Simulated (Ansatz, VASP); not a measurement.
One calculation of Ga2PN, two programs

```
N Ga P
1.0
     3.49365    0.00000    0.00000
     0.00000    3.49365    0.00000
     0.00000    0.00000    4.91666
N Ga P
1 2 1
Direct
  0.00000 0.00000 0.00000
  0.00000 0.50000 0.79196
  0.50000 0.00000 0.20804
  0.50000 0.50000 0.50000
```

Alike in both runs: task single point; functional PBE; k mesh 6 × 6 × 4; occupations fermi-dirac, width 0.02 eV; no spin polarisation.

|  | VASP | Ansatz |
| --- | --- | --- |
| version | VASP 6.6.1 | Ansatz 0.2.0 |
| potentials or method | VASP PAW PBE potentials, release 64 (N, Ga_d, P) | plane waves, PAW |
| plane-wave cutoff (eV) | 520 | 420 |
| valence electrons in the cell | 36 | 36 |

|  | VASP | Ansatz | Ansatz less VASP |
| --- | --- | --- | --- |
| pressure (GPa) | 7.7 | 7.8 | +0.08 |
| rms of the force components (eV/Å) | 0.053 | 0.068 | +0.0152 |
